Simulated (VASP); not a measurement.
# HfO2: single point with PBE

Crystal: HfO2.

```
CELL_PARAMETERS angstrom
0.00000 2.58282 2.54892
2.54892 0.00000 2.54892
2.54892 2.58282 0.00000
ATOMIC_POSITIONS crystal
Hf 0.00000 0.00000 0.00000
O 0.25000 0.25000 0.25000
O 0.75000 0.75000 0.75000
```

This cell differs from its parent crystal: normal strain along x +0.0000, normal strain along y +0.0133.

```json
{"Program": "VASP 6.6.1", "Task": "single point", "Functional": "PBE", "Potentials or basis": "VASP PAW PBE potentials, release 64 (Hf_pv, O)", "Cutoff": "520 eV", "k mesh": "8 × 8 × 8", "Occupations": "gaussian, width 0.05 eV", "Spin": "no spin polarisation"}
```

The pressure is -6.7 GPa and the band gap on the k mesh is 3.67 eV, direct.

Stress tensor (GPa, compression positive):
```
 -4.71   0.00   0.00
  0.00 -10.67   0.00
  0.00   0.00  -4.71
```

Levels at points of the mesh, in eV from the valence-band top:
| k point | band 9 | band 10 | band 11 | band 12 | band 13 | band 14 |
| --- | --- | --- | --- | --- | --- | --- |
| (0.00, 0.00, 0.00) | -0.75 | -0.58 | -0.58 | 3.68 | 3.82 | 5.56 |
| (0.50, 0.00, 0.00) | -2.71 | -1.85 | -1.83 | 4.42 | 4.48 | 6.65 |
| (0.50, 0.50, 0.00) | -1.66 | -1.43 | 0.00 | 3.67 | 5.30 | 6.38 |
| (0.50, 0.00, 0.50) | -1.48 | -1.48 | -0.14 | 3.67 | 5.30 | 6.19 |

Run time: 37 s on 1 thread of Intel(R) Xeon(R) Platinum 8259CL CPU @ 2.50GHz (Skylake/Cascade Lake) (shared host), peak memory 0.18 GiB.

Caveat: the cell differs from its parent crystal (normal strain along x +0.0000, normal strain along y +0.0133); spin-orbit coupling is left out, which moves the levels of the heavy elements. A k mesh can miss the band edges.
